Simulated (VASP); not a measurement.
# V (Pm-3m) in VASP: further runs, part 3 of 3

VASP 6.6.1.

### Step 6. Single point, r2SCAN (14.33 Å³/atom)

This run uses another cell than the first one, of 14.33 Å³/atom.

POSCAR reads:

```
V
1.0
    2.4287177543      0.0000000000      0.0000000000
    0.0000000000      2.4287177543      0.0000000000
    0.0000000000      0.0000000000      2.4287177543
V
1
Direct
    0.0000000000      0.0000000000      0.0000000000
```

INCAR.step1 reads:

```
PREC = Accurate
ENCUT = 520
ISMEAR = -1
SIGMA = 0.1
LREAL = F
LASPH = T
NELM = 60
NBANDS = 12
GGA = PE
ALGO = Normal
EDIFF = 1E-4
LWAVE = T
LCHARG = F
```

INCAR.step2 reads:

```
PREC = Accurate
ENCUT = 520
EDIFF = 1E-7
ISMEAR = -1
SIGMA = 0.1
LREAL = F
LASPH = T
NELM = 60
ALGO = Normal
ISIF = 2
LWAVE = F
LCHARG = T
METAGGA = R2SCAN
LMIXTAU = T
LELF = T
LVHAR = T
NBANDS = 12
ISTART = 1
```

KPOINTS reads:

```
regular mesh
0
Gamma
  14 14 14
```

Potentials or basis: VASP PAW PBE potentials, release 64 (V_sv).

Launch:

```bash
cat potpaw_PBE.64/V_sv/POTCAR > POTCAR
cp INCAR.step1 INCAR
mpirun -np 1 vasp_std > vasp.out
cp INCAR.step2 INCAR
mpirun -np 1 vasp_std > vasp.out
```

OUTCAR:

```text
PREC = Accurate
   ENCUT = 520
   EDIFF = 1E-7
   ISMEAR = -1
   LREAL = F
   LASPH = T
   NELM = 60
   ISIF = 2
   METAGGA = R2SCAN
   ISTART = 1

 ion  position               nearest neighbor table
   1  0.000  0.000  0.000-

  LATTYP: Found a simple cubic cell.
 ALAT       =     2.4287177543

  Lattice vectors:

 A1 = (   2.4287177543,   0.0000000000,   0.0000000000)
 A2 = (   0.0000000000,   2.4287177543,   0.0000000000)
 A3 = (   0.0000000000,   0.0000000000,   2.4287177543)

Analysis of symmetry for initial positions (statically):
=====================================================================
 Subroutine PRICEL returns:
 Original cell was already a primitive cell.

 Routine SETGRP: Setting up the symmetry group for a
 simple cubic supercell.

 Subroutine GETGRP returns: Found 48 space group operations
 (whereof 48 operations were pure point group operations)
 out of a pool of 48 trial point group operations.

The static configuration has the point symmetry O_h .

Analysis of symmetry for dynamics (positions and initial velocities):
[... 166 lines left out ...]
      2     -29.3546      2.00000
      3     -29.3546      2.00000
      4     -29.3545      2.00000
      5       2.2568      2.00000
      6       6.7010      2.00000
      7       6.7010      2.00000
      8      13.0856      0.00000
      9      13.0856      0.00000
     10      13.0856      0.00000
     11      28.7317      0.00000
     12      28.7317      0.00000
[... 331 lines left out ...]
 k-point    24 :       0.3571    0.2143    0.0000
  band No.  band energies     occupation
      1     -57.0708      2.00000
      2     -30.2578      2.00000
      3     -29.7167      2.00000
      4     -29.2317      2.00000
      5       6.1090      2.00000
      6       7.7413      2.00000
      7       9.1766      0.87588
      8      11.4698      0.00000
      9      11.6432      0.00000
     10      12.4467      0.00000
     11      19.3764      0.00000
     12      25.8733      0.00000

 [... further k-points ...]

------------------------ aborting loop because EDIFF is reached ----------------------------------------

  FORCE on cell =-STRESS in cart. coord.  units (eV):
  Direction    XX          YY          ZZ          XY          YZ          ZX
  --------------------------------------------------------------------------------------
  -------------------------------------------------------------------------------------
  Total        0.1554138      0.1554138      0.1554138     -0.0000000      0.0000000      0.0000000
  in kB       17.3807755     17.3807755     17.3807755     -0.0000000      0.0000000      0.0000000
  external PRESSURE =      17.3807755 kB  Pullay stress =       0.0000000 kB

 VOLUME and BASIS-vectors are now :
 -----------------------------------------------------------------------------
  energy-cutoff  :      520.00
  volume of cell :       14.33
      direct lattice vectors                 reciprocal lattice vectors
     2.428717754  0.000000000  0.000000000     0.411739898  0.000000000  0.000000000
     0.000000000  2.428717754  0.000000000     0.000000000  0.411739898  0.000000000
     0.000000000  0.000000000  2.428717754     0.000000000  0.000000000  0.411739898

 POSITION                                       TOTAL-FORCE (eV/Angst)
 -----------------------------------------------------------------------------------
      0.00000      0.00000      0.00000         0.000000      0.000000      0.000000
 -----------------------------------------------------------------------------------
    total drift:                               -0.000000      0.000000      0.000000

  FREE ENERGIE OF THE ION-ELECTRON SYSTEM (eV)
  ---------------------------------------------------
  free  energy   TOTEN  =       -13.2756779454 eV

  energy  without entropy=      -13.2223125830  energy(sigma->0) =      -13.24899526
```

OSZICAR.step1:

```text
N       E                     dE             d eps       ncg     rms          rms(c)
DAV:   1     0.959605902536E+02    0.95961E+02   -0.70331E+03  2880   0.117E+03
DAV:   2    -0.760485741854E+01   -0.10357E+03   -0.99964E+02  2912   0.331E+02
DAV:   3    -0.903736609255E+01   -0.14325E+01   -0.14279E+01  3128   0.458E+01
DAV:   4    -0.904507073782E+01   -0.77046E-02   -0.77045E-02  3156   0.357E+00
DAV:   5    -0.904516738229E+01   -0.96644E-04   -0.96643E-04  3188   0.380E-01    0.167E+01
DAV:   6    -0.816779673786E+01    0.87737E+00   -0.25013E+00  2988   0.231E+01    0.270E+00
DAV:   7    -0.815967861778E+01    0.81181E-02   -0.20234E-02  2996   0.159E+00    0.153E+00
DAV:   8    -0.815740140084E+01    0.22772E-02   -0.52032E-03  3032   0.944E-01    0.677E-02
DAV:   9    -0.815735584749E+01    0.45553E-04   -0.84002E-05  2100   0.126E-01
   1 F= -.81573558E+01 E0= -.81308050E+01  d E =-.531016E-01
```

Run time: 70 s. Hardware: 1 thread of Intel Xeon 8259CL, shared host; peak memory 0.14 GiB.

What came out:

```yaml
Free_energy: -13.2757 eV
Pressure: 1.7 GPa
Band_gap_on_the_k_mesh: zero (an odd number of electrons rules out a gap without spin polarisation)
```

Levels at points of the mesh, in eV from the Fermi level:
| k point | band 5 | band 6 | band 7 | band 8 | band 9 | band 10 |
| --- | --- | --- | --- | --- | --- | --- |
| (0.00, 0.00, 0.00) | -6.89 | -2.45 | -2.45 | 3.93 | 3.93 | 3.93 |
| (0.50, 0.00, 0.00) | -2.44 | -1.62 | -0.42 | 1.81 | 1.81 | 4.12 |
| (0.50, 0.50, 0.00) | -3.82 | -0.85 | 2.28 | 2.28 | 4.96 | 6.50 |
| (0.50, 0.50, 0.50) | -1.98 | -1.98 | -1.98 | 5.08 | 5.08 | 10.66 |

Caveat: the PAW data sets were made with another functional, which shifts forces and pressure a little.

### Step 7. Overview

```tsv
spin	cell	k mesh	smearing	gap on the mesh (eV)	pressure (GPa)
collinear, ferromagnetic start	a = 2.518 Å, 1 atom	15 × 15 × 15	fermi-dirac 0.05 eV	none	-11.6
off	a = 2.327 Å, 1 atom	14 × 14 × 14	fermi-dirac 0.1 eV	none	25.4
off	a = 2.362 Å, 1 atom	14 × 14 × 14	fermi-dirac 0.1 eV	none	15.9
off	a = 2.396 Å, 1 atom	14 × 14 × 14	fermi-dirac 0.1 eV	none	8.1
off	a = 2.429 Å, 1 atom	14 × 14 × 14	fermi-dirac 0.1 eV	none	1.7
```

Alike in all rows: task single point; level r2SCAN; potentials or basis VASP PAW PBE potentials, release 64 (V_sv); cutoff (eV) 520.

Caveats: the PAW data sets were made with another functional, which shifts forces and pressure a little; the cell stands under pressure (at least some runs); the cell stands under tension (at least some runs).

Total energies depend on the potentials used, so only differences within one code and one set of settings carry meaning.
